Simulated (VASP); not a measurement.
# GaN (P6_3mc) in VASP: a series of runs

The runs below take GaN through single point, with r2SCAN.

Program: VASP 6.6.1. These are calculated values, not measurements. Logs are shortened: lines on timing, memory, paths and dates and some standing lists are left out, and cuts for length are marked.

## (1) The cell of the first run

Symmetry: P6_3mc, No. 186, hexagonal system. Conventional cell: a = 3.135 Å, b = 3.135 Å, c = 5.105 Å, α = 90.00°, β = 90.00°, γ = 120.00°. Ga (site symmetry 3m) has 4 N at 1.92 Å within 2.5 Å. N (site symmetry 3m) has 4 Ga at 1.92 Å within 2.5 Å.

## (2) Single point, r2SCAN

File POSCAR:

```
GaN
1.0
    3.1346403037      0.0000000000      0.0000000000
   -1.5673201519      2.7146781348      0.0000000000
    0.0000000000      0.0000000000      5.1049132588
Ga N
2 2
Direct
    0.3333333333      0.6666666667     -0.0008202456
    0.6666666667      0.3333333333      0.4991797544
    0.3333333333      0.6666666667      0.3758202456
    0.6666666667      0.3333333333      0.8758202456
```

File INCAR.step1:

```
PREC = Accurate
ENCUT = 910
ISMEAR = 0
SIGMA = 0.01
LREAL = False
LASPH = True
NELM = 120
NBANDS = 26
GGA = PE
ALGO = Normal
EDIFF = 1E-5
LWAVE = True
LCHARG = False
GGA_COMPAT = False
```

File INCAR.step2:

```
PREC = Accurate
ENCUT = 910
EDIFF = 1E-6
ISMEAR = 0
SIGMA = 0.01
LREAL = False
LASPH = True
NELM = 120
ALGO = Normal
ISIF = 2
LWAVE = False
LCHARG = True
METAGGA = R2SCAN
LMIXTAU = True
LELF = True
LVHAR = True
NBANDS = 26
ISTART = 1
GGA_COMPAT = False
```

File KPOINTS:

```
regular mesh
0
Gamma
  8 8 4
```

Potentials or basis: VASP PAW PBE potentials, release 64 (Ga_d, N_h).

Run with:

```
$ cat potpaw_PBE.64/Ga_d/POTCAR potpaw_PBE.64/N_h/POTCAR > POTCAR
$ cp INCAR.step1 INCAR
$ mpirun -np 1 vasp_std > vasp.out
$ cp INCAR.step2 INCAR
$ mpirun -np 1 vasp_std > vasp.out
```

OUTCAR:

```text
PREC = Accurate
   ENCUT = 910
   EDIFF = 1E-6
   ISMEAR = 0
   LREAL = False
   LASPH = True
   NELM = 120
   ISIF = 2
   METAGGA = R2SCAN
   ISTART = 1

 ion  position               nearest neighbor table
   1  0.333  0.667  0.999-   4 1.92   4 1.92   4 1.92   3 1.92
   2  0.667  0.333  0.499-   3 1.92   3 1.92   3 1.92   4 1.92
   3  0.333  0.667  0.376-   2 1.92   2 1.92   2 1.92   1 1.92
   4  0.667  0.333  0.876-   1 1.92   1 1.92   1 1.92   2 1.92

  LATTYP: Found a hexagonal cell.
 ALAT       =     3.1346403037
 C/A-ratio  =     1.6285483386

  Lattice vectors:

 A1 = (   3.1346403037,   0.0000000000,   0.0000000000)
 A2 = (  -1.5673201519,   2.7146781348,   0.0000000000)
 A3 = (   0.0000000000,   0.0000000000,   5.1049132588)

Analysis of symmetry for initial positions (statically):
=====================================================================
 Subroutine PRICEL returns:
 Original cell was already a primitive cell.

 Routine SETGRP: Setting up the symmetry group for a
 hexagonal supercell.

 Subroutine GETGRP returns: Found 12 space group operations
 (whereof  6 operations were pure point group operations)
 out of a pool of 24 trial point group operations.

The static configuration has the point symmetry C_3v.
 The point group associated with its full space group is C_6v.

Analysis of symmetry for dynamics (positions and initial velocities):
=====================================================================
 Subroutine PRICEL returns:
 Original cell was already a primitive cell.

 Routine SETGRP: Setting up the symmetry group for a
 hexagonal supercell.

 Subroutine GETGRP returns: Found 12 space group operations
 (whereof  6 operations were pure point group operations)
 out of a pool of 24 trial point group operations.

The dynamic configuration has the point symmetry C_3v.
 The point group associated with its full space group is C_6v.

 Subroutine INISYM returns: Found 12 space group operations
 (whereof  6 operations are pure point group operations),
 and found     1 'primitive' translations

----------------------------------------------------------------------------------------

                                     Primitive cell

  volume of cell :      43.4405

  direct lattice vectors                    reciprocal lattice vectors
     3.134640304  0.000000000  0.000000000     0.319015869  0.184183898  0.000000000
    -1.567320152  2.714678135  0.000000000     0.000000000  0.368367795  0.000000000
     0.000000000  0.000000000  5.104913259     0.000000000  0.000000000  0.195889714

  length of vectors
     3.134640304  3.134640304  5.104913259     0.368367796  0.368367795  0.195889714

  position of ions in fractional coordinates (direct lattice)
     0.333333333  0.666666667  0.999179754
     0.666666667  0.333333333  0.499179754
     0.333333333  0.666666667  0.375820246
     0.666666667  0.333333333  0.875820246

  ion indices of the primitive-cell ions
   primitive index   ion index
                 1           1
                 2           2
                 3           3
                 4           4

----------------------------------------------------------------------------------------

 KPOINTS: regular mesh

Automatic generation of k-mesh.
 Grid dimensions read from file:
 generate k-points for:    8    8    4

 Generating k-lattice:

  Cartesian coordinates                     Fractional coordinates (reciprocal lattice)
     0.039876984  0.023022987  0.000000000     0.125000000  0.000000000  0.000000000
     0.000000000  0.046045974  0.000000000     0.000000000  0.125000000  0.000000000
     0.000000000  0.000000000  0.048972429     0.000000000  0.000000000  0.250000000

  Length of vectors
     0.046045974  0.046045974  0.048972429

  Shift w.r.t. Gamma in fractional coordinates (k-lattice)
     0.000000000  0.000000000  0.000000000

 Subroutine IBZKPT returns following result:
 ===========================================

 Found     30 irreducible k-points:

 Following reciprocal coordinates:
            Coordinates               Weight
  0.000000  0.000000  0.000000      1.000000
  0.125000  0.000000  0.000000      6.000000
  0.250000  0.000000  0.000000      6.000000
  0.375000 -0.000000  0.000000      6.000000
  0.500000  0.000000  0.000000      3.000000
  0.125000  0.125000  0.000000      6.000000
[... 16 lines left out ...]
  0.250000  0.000000  0.500000      6.000000
  0.375000 -0.000000  0.500000      6.000000
 [... further k-points ...]
   k-points           NKPTS =     30   k-points in BZ     NKDIM =     30   number of bands    NBANDS=     26
   number of dos      NEDOS =    301   number of ions     NIONS =      4
   total plane-waves  NPLWV =  51200
   dimension x,y,z NGX =    32 NGY =   32 NGZ =   50
   dimension x,y,z NGXF=    64 NGYF=   64 NGZF=  100
   ions per type =               2   2
   NGX,Y,Z   is equivalent  to a cutoff of  16.97, 16.97, 16.28 a.u.
   NGXF,Y,Z  is equivalent  to a cutoff of  33.94, 33.94, 32.57 a.u.
 SYSTEM =  unknown system
   PREC   = accura    normal or accurate (medium, high low for compatibility)
   ISTART =      1    job   : 0-new  1-cont  2-samecut
   ICHARG =      0    charge: 1-file 2-atom 10-const
   ISPIN  =      1    spin polarized calculation?
   LNONCOLLINEAR =      F non collinear calculations
   LSORBIT =      F    spin-orbit coupling
   LASPH  =      T    aspherical Exc in radial PAW
   ENCUT  =  910.0 eV  66.88 Ry    8.18 a.u.   7.71  7.71 12.56*2*pi/ulx,y,z
   NELM   =    120;   NELMIN=  2; NELMDL=  0     # of ELM steps
   EDIFF  = 0.1E-05   stopping-criterion for ELM
   LREAL  =      F    real-space projection
   EDIFFG = 0.1E-04   stopping-criterion for IOM
   NSW    =      0    number of steps for IOM
   IBRION =     -1    ionic relax: 0-MD 1-quasi-New 2-CG
   NFREE  =      0    steps in history (QN), initial steepest desc. (CG)
   ISIF   =      2    stress and relaxation
   ISYM   =      2    0-nonsym 1-usesym 2-fastsym
   POTIM  = 0.5000    time-step for ionic-motion
   TEBEG  =    0.0;   TEEND  =   0.0 temperature during run
   PSTRESS=    0.0 pullay stress
   NELECT =      36.0000    total number of electrons
   NUPDOWN=      -1.0000    fix difference up-down
   EMIN   =  10.00;   EMAX   =-10.00  energy-range for DOS
   EFERMI =   0.00;   METHOD = LEGACY
   ISMEAR =     0;   SIGMA  =   0.01  broadening in eV -4-tet -1-fermi 0-gaus
   EFERMI_NEDOS =   21; number of points for ismear=-14 and -15
   IALGO  =     38    algorithm
   IMIX   =      4    mixing-type and parameters
     AMIX     =   0.40;   BMIX     =  1.00
     AMIX_MAG =   1.60;   BMIX_MAG =  1.00
  volume/ion in A,a.u.               =      10.86        73.29
  Fermi-wavevector in a.u.,A,eV,Ry     =   1.537721  2.905871 32.172141  2.364586
  Thomas-Fermi vector in A             =   2.644190
   LORBIT       =      0    0 simple, 1 ext, 2 COOP (PROOUT), +10 PAW based schemes
   METAGGA = R2SCAN    functional components
   LHFCALC =     F    Hartree Fock is set to
   AEXX    =    0.0000 exact exchange contribution
   IVDW    =     0    specifies the selected vdW correction
   LEPSILON=     F    determine dielectric tensor
   LRPA    =     F    only Hartree local field effects (RPA)
 non-spin polarized calculation
 Gauss-broadening in eV      SIGMA  =   0.01
  energy-cutoff  :      910.00
  volume of cell :       43.44
 maximum number of plane-waves:      2738
 NGX is ok and might be reduce to    32
   NGX = 15   NGY = 15   NGZ = 25

 number of electron      36.0000002 magnetization

 Free energy of the ion-electron system (eV)
  ---------------------------------------------------
  ext. energy  EPLUGINS =         0.00000000
  ---------------------------------------------------
  free energy    TOTEN  =       -43.74220749 eV

  energy without entropy =      -43.74220749  energy(sigma->0) =      -43.74220749

 E-fermi :   6.0154     XC(G=0): -12.9305

 val. band max:        5.9282039030   @ k =   0.0000   0.0000   0.0000
 cond. band min:       8.5874933200   @ k =   0.0000   0.0000   0.0000
 fundamental gap:      2.6592894171
 Fermi energy:         6.0154220931

 k-point     1 :       0.0000    0.0000    0.0000
  band No.  band energies     occupation
      1     -11.2993      2.00000
      2     -10.1518      2.00000
      3      -7.9432      2.00000
      4      -7.9261      2.00000
      5      -7.9261      2.00000
      6      -7.8473      2.00000
[... 18 lines left out ...]
     25      18.7770      0.00000
     26      18.7770      0.00000

 k-point     2 :       0.1250    0.0000    0.0000
  band No.  band energies     occupation
      1     -11.1336      2.00000
      2     -10.1010      2.00000
      3      -7.9244      2.00000
      4      -7.9004      2.00000
      5      -7.8779      2.00000
      6      -7.8244      2.00000
[... 18 lines left out ...]
     25      18.3209      0.00000
     26      19.1365      0.00000

 k-point     3 :       0.2500    0.0000    0.0000
  band No.  band energies     occupation
      1     -10.7260      2.00000
      2      -9.9982      2.00000
      3      -7.8769      2.00000
      4      -7.8530      2.00000
      5      -7.7770      2.00000
      6      -7.7248      2.00000
[... 18 lines left out ...]
     25      18.3863      0.00000
     26      19.8915      0.00000

 k-point     4 :       0.3750   -0.0000    0.0000
  band No.  band energies     occupation
      1     -10.3278      2.00000
      2      -9.9278      2.00000
      3      -7.8581      2.00000
      4      -7.8309      2.00000
      5      -7.7204      2.00000
      6      -7.6475      2.00000
[... 18 lines left out ...]
     25      18.8983      0.00000
     26      20.5394      0.00000

 k-point     5 :       0.5000    0.0000    0.0000
  band No.  band energies     occupation
      1     -10.1714      2.00000
      2      -9.9124      2.00000
      3      -7.8606      2.00000
      4      -7.8285      2.00000
      5      -7.7033      2.00000
      6      -7.6525      2.00000
[... 18 lines left out ...]
     25      19.4620      0.00000
     26      20.6583      0.00000

 k-point     6 :       0.1250    0.1250    0.0000
  band No.  band energies     occupation
      1     -10.8459      2.00000
      2     -10.0254      2.00000
      3      -7.8807      2.00000
      4      -7.8712      2.00000
      5      -7.7926      2.00000
      6      -7.7892      2.00000
[... 427 lines left out ...]
 k-point    21 :       0.0000    0.0000    0.5000
  band No.  band energies     occupation
      1     -10.6539      2.00000
      2     -10.6539      2.00000
      3      -7.8977      2.00000
      4      -7.8977      2.00000
      5      -7.8977      2.00000
      6      -7.8977      2.00000
[... 18 lines left out ...]
     25      17.3154      0.00000
     26      17.3154      0.00000

 k-point    22 :       0.1250    0.0000    0.5000
  band No.  band energies     occupation
      1     -10.5388      2.00000
      2     -10.5388      2.00000
      3      -7.8785      2.00000
      4      -7.8785      2.00000
      5      -7.8653      2.00000
      6      -7.8653      2.00000
[... 18 lines left out ...]
     25      17.7656      0.00000
     26      17.7656      0.00000

 k-point    23 :       0.2500    0.0000    0.5000
  band No.  band energies     occupation
      1     -10.2798      2.00000
      2     -10.2798      2.00000
      3      -7.8433      2.00000
      4      -7.8433      2.00000
      5      -7.7917      2.00000
      6      -7.7917      2.00000
[... 18 lines left out ...]
     25      18.6646      0.00000
     26      18.6646      0.00000

 k-point    24 :       0.3750   -0.0000    0.5000
  band No.  band energies     occupation
      1     -10.0615      2.00000
      2     -10.0615      2.00000
      3      -7.8479      2.00000
      4      -7.8479      2.00000
      5      -7.7315      2.00000
      6      -7.7315      2.00000
[... 18 lines left out ...]
     25      19.2164      0.00000
     26      19.2164      0.00000

 [... further k-points ...]

------------------------ aborting loop because EDIFF is reached ----------------------------------------

  FORCE on cell =-STRESS in cart. coord.  units (eV):
  Direction    XX          YY          ZZ          XY          YZ          ZX
  --------------------------------------------------------------------------------------
  -------------------------------------------------------------------------------------
  Total        3.0229395      3.0229395      3.0293803     -0.0000000      0.0000000      0.0000000
  in kB      111.4924891    111.4924891    111.7300386     -0.0000000      0.0000000      0.0000000
  external PRESSURE =     111.5716723 kB  Pullay stress =       0.0000000 kB

 VOLUME and BASIS-vectors are now :
 -----------------------------------------------------------------------------
  energy-cutoff  :      910.00
  volume of cell :       43.44
      direct lattice vectors                 reciprocal lattice vectors
     3.134640304  0.000000000  0.000000000     0.319015869  0.184183898  0.000000000
    -1.567320152  2.714678135  0.000000000     0.000000000  0.368367795  0.000000000
     0.000000000  0.000000000  5.104913259     0.000000000  0.000000000  0.195889714

 POSITION                                       TOTAL-FORCE (eV/Angst)
 -----------------------------------------------------------------------------------
     -0.00000      1.80979      5.10073         0.000000     -0.000000     -0.000772
      1.56732      0.90489      2.54827         0.000000      0.000000     -0.000772
     -0.00000      1.80979      1.91853        -0.000000      0.000000      0.000772
      1.56732      0.90489      4.47099         0.000000      0.000000      0.000772
 -----------------------------------------------------------------------------------
    total drift:                                0.000000      0.000001     -0.021387

  FREE ENERGIE OF THE ION-ELECTRON SYSTEM (eV)
  ---------------------------------------------------
  free  energy   TOTEN  =       -43.7422074902 eV

  energy  without entropy=      -43.7422074902  energy(sigma->0) =      -43.74220749
```

It took 3.8 min on 1 thread of Intel Xeon Platinum 8488C (Sapphire Rapids), shared host; peak memory 0.26 GiB.

Results:

- Free energy: -43.7422 eV
- Pressure: 11.2 GPa
- Band gap on the k mesh: 2.66 eV

Caveat: the cutoff is under 1.25 times the usual one of these potentials, so pressure, stress and relaxed cells hold a basis-set (Pulay) error; the cell stands under pressure; the PAW data sets were made with another functional, which shifts forces and pressure a little.

## (3) Single point, r2SCAN

POSCAR is that of step 2.

File INCAR.step1:

```
SYSTEM = GaN
ALGO = Normal ; EDIFF = 1E-5
ENCUT = 910 ; GGA = PE
GGA_COMPAT = .False. ; ISMEAR = 0
LASPH = .True. ; LCHARG = .False.
LREAL = .False. ; LWAVE = .True.
NBANDS = 26 ; NELM = 120
PREC = Accurate ; SIGMA = 0.01
```

File INCAR.step2:

```
SYSTEM = GaN
ALGO = Normal ; EDIFF = 1E-6
ENCUT = 910 ; GGA_COMPAT = .False.
ISIF = 2 ; ISMEAR = 0
ISTART = 1 ; LASPH = .True.
LCHARG = .False. ; LMIXTAU = .True.
LREAL = .False. ; LWAVE = .False.
METAGGA = R2SCAN ; NBANDS = 26
NELM = 120 ; PREC = Accurate
SIGMA = 0.01
```

File KPOINTS:

```
k-points
0
Gamma
  8 8 4
  0 0 0
```

Potentials or basis: VASP PAW PBE potentials, release 64 (Ga_d, N_h).

Run with:

```
$ cat potpaw_PBE.64/Ga_d/POTCAR potpaw_PBE.64/N_h/POTCAR > POTCAR
$ cp INCAR.step1 INCAR
$ mpirun -np 1 vasp_std > vasp.out
$ cp INCAR.step2 INCAR
$ mpirun -np 1 vasp_std > vasp.out
```

It took 1.9 min on 1 thread of Intel Xeon 6975P-C (Granite Rapids), shared host; peak memory 0.25 GiB.

Results (log left out):

| Item | Value |
| --- | --- |
| Free energy | -43.7422 eV |
| Pressure | 11.2 GPa |
| Band gap on the k mesh | 2.66 eV |

Levels at points of the mesh, in eV from the valence-band top:
```
           k point  band 14  band 15  band 16  band 17  band 18  band 19  band 20  band 21  band 22  band 23
(0.00, 0.00, 0.00)    -1.13    -1.13    -0.04     0.00     0.00     2.66     5.13    10.24    10.87    10.87
(0.50, 0.00, 0.00)    -5.57    -4.52    -3.00    -2.38    -1.09     5.72     6.37     6.72     9.76    11.31
(0.00, 0.00, 0.50)    -4.02    -0.58    -0.58    -0.58    -0.58     5.08     5.08     9.44     9.44    11.39
(0.50, 0.00, 0.50)    -6.98    -2.12    -2.12    -2.06    -2.06     5.04     5.04     8.72     8.72    11.07
```

Caveat: the cutoff is under 1.25 times the usual one of these potentials, so pressure, stress and relaxed cells hold a basis-set (Pulay) error; the cell stands under pressure; the PAW data sets were made with another functional, which shifts forces and pressure a little.
